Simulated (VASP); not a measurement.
Here is a VASP 6.6.1 calculation.

Contents of INCAR:

```
SYSTEM = GeMo
PREC = Accurate
ENCUT = 520
EDIFF = 1E-7
ISMEAR = -1
SIGMA = 0.08
LREAL = .FALSE.
LASPH = .TRUE.
NELM = 100
ALGO = Normal
ISIF = 2
LWAVE = .FALSE.
LCHARG = .FALSE.
GGA = PE
NBANDS = 21
```

File KPOINTS:

```
Automatic mesh
0
G
  13 13 12
  0 0 0
```

POSCAR

```
GeMo
1.0
    3.0455497161      0.0000000000      0.0000000000
   -1.5227748580      2.6375234226      0.0000000000
    0.0000000000      0.0000000000      3.6417072178
Mo Ge
1 1
Direct
    0.0000000000      0.0000000000      0.0000000000
    0.3333333333      0.6666666667      0.5000000000
```

Potentials or basis: VASP PAW PBE potentials, release 64 (Mo_sv, Ge_d).

Run with:

```console
$ cat potpaw_PBE.64/Mo_sv/POTCAR potpaw_PBE.64/Ge_d/POTCAR > POTCAR
$ mpirun -np 1 vasp_std > vasp.out
```

Estimate the pressure.

19.5 GPa.

Predict the band gap on the k mesh.

zero (bands 14 and 15 overlap by 0.84 eV).

Stress tensor (GPa, compression positive):
```
19.41  0.00  0.00
 0.00 19.41  0.00
 0.00  0.00 19.54
```

Caveat: the cell stands under pressure.
